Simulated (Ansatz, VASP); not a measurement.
## CdH6 in VASP and in Ansatz

Contents of INCAR:

```
ALGO = Normal
EDIFF = 1E-6
EDIFFG = -0.025
ENCUT = 600
GGA = PE
IBRION = 2
ISIF = 3
ISMEAR = 0
LASPH = T
LCHARG = F
LREAL = F
LWAVE = F
NELM = 60
NSW = 80
PREC = Accurate
SIGMA = 0.1
```

KPOINTS

```
k-points
0
Gamma
  2 2 2
```

The input POSCAR:

```
CdH6
1.0
    6.0153421100     -0.0375785629      0.0273555099
   -0.0375785629      6.0134176873      0.0085565876
    0.0273555099      0.0085565876      6.0146868209
Cd H
1 6
Direct
    0.0070729936     -0.0101900036      0.0020511598
    0.0489730941      0.5081662600      0.4957938866
    0.5057986776      0.0612234903      0.5027415795
    0.9262637584      0.5135869365      0.4886557434
    0.4905172981      0.9152181663      0.4979031093
    0.5062521611      0.5085309893      0.0693145468
    0.5151220171      0.5034641612      0.9435399747
```

Input for Ansatz:

```yaml
crystal:
  lattice:
    - [6.01534211, -0.0375785629, 0.0273555099]
    - [-0.0375785629, 6.0134176873, 0.0085565876]
    - [0.0273555099, 0.0085565876, 6.0146868209]
  atoms:
    - { symbol: Cd, position: [0.0070729936, -0.0101900036, 0.0020511598] }
    - { symbol: H, position: [0.0489730941, 0.50816626, 0.4957938866] }
    - { symbol: H, position: [0.5057986776, 0.0612234903, 0.5027415795] }
    - { symbol: H, position: [0.9262637584, 0.5135869365, 0.4886557434] }
    - { symbol: H, position: [0.4905172981, 0.9152181663, 0.4979031093] }
    - { symbol: H, position: [0.5062521611, 0.5085309893, 0.0693145468] }
    - { symbol: H, position: [0.5151220171, 0.5034641612, 0.9435399747] }
basis:
  ecutwfc: 420
kpoints:
  mp_grid: { grid: [2, 2, 2] }
hamiltonian:
  xc: pbe
scf:
  occupations: { method: gaussian, width: 0.1 }
  lower_state_search: "off"
output:
  forces: true
  stress: true
  eigenvalues: true
relax:
  adjacent_minimum: "off"
  f_tol: 0.025
  max_steps: 60
  cell: { stress_tol: 0.25 }
```

Change from the starting cell: cell x1, atoms moved at random (sigma 0.05 Å) and cell strained at random (1.5 %), then relaxed without symmetry.

Alike in both runs: task relaxation of cell and atoms; functional PBE; k mesh 2 × 2 × 2; occupations gaussian, width 0.1 eV; no spin polarisation.

|  | VASP | Ansatz |
| --- | --- | --- |
| version | VASP 6.6.1 | Ansatz 0.2.0 |
| potentials or method | VASP PAW PBE potentials, release 64 (Cd, H), cutoff 600 eV | scalar-relativistic, plane waves, PAW |
| valence electrons in the cell | 18 | 26 |

```csv
,VASP,Ansatz,Ansatz less VASP
"gap on the k mesh at the Fermi level, each at its own relaxed structure (eV)",3.76,3.76,-0.004
relaxed volume (Å³/atom),30.82,31.14,+0.319
relaxed length of the cell vector where the two differ most in proportion (Å),5.965,6.010,+0.0453
```

VASP's potentials hold 18 valence electrons a cell and Ansatz's 26, so a difference there can come from the potentials and not from the codes.

The k mesh is coarse, so the values compare programs but aren't converged.
